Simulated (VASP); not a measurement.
A run of VASP 6.6.1:

Contents of INCAR:

```
ALGO = Normal
EDIFF = 1E-8
ENCUT = 520
ISIF = 2
ISMEAR = -1
LASPH = T
LCHARG = F
LEFG = T
LREAL = F
LWAVE = F
NBANDS = 19
NELM = 60
PREC = Accurate
SIGMA = 0.02
```

The input KPOINTS:

```
k-points
0
Gamma
  10 10 10
```

Contents of POSCAR:

```
NaHF2
1.0
    1.7284452171      0.9979183114      4.5924819918
   -1.7284452171      0.9979183114      4.5924819918
    0.0000000000     -1.9958366228      4.5924819918
Na H F
1 1 2
Direct
    0.0000000000      0.0000000000      0.0000000000
    0.5000000000      0.5000000000      0.5000000000
    0.4100000000      0.4100000000      0.4100000000
    0.5900000000      0.5900000000      0.5900000000
```

Potentials or basis: VASP PAW LDA potentials, release 64 (Na_pv, H, F).

Run with:

```bash
$ cat potpaw_LDA.64/Na_pv/POTCAR potpaw_LDA.64/H/POTCAR potpaw_LDA.64/F/POTCAR > POTCAR
$ mpirun -np 1 vasp_std > vasp.out
```

Hardware: 1 thread of Intel(R) Xeon(R) Platinum 8488C (Sapphire Rapids) (shared host).

**Question.** Estimate the wall time of this run.

**Answer.** Run time: 3.8 min on 1 thread of Intel(R) Xeon(R) Platinum 8488C (Sapphire Rapids), on a shared host, peak memory 0.24 GiB. Counts: scf iterations 15, k points 116.
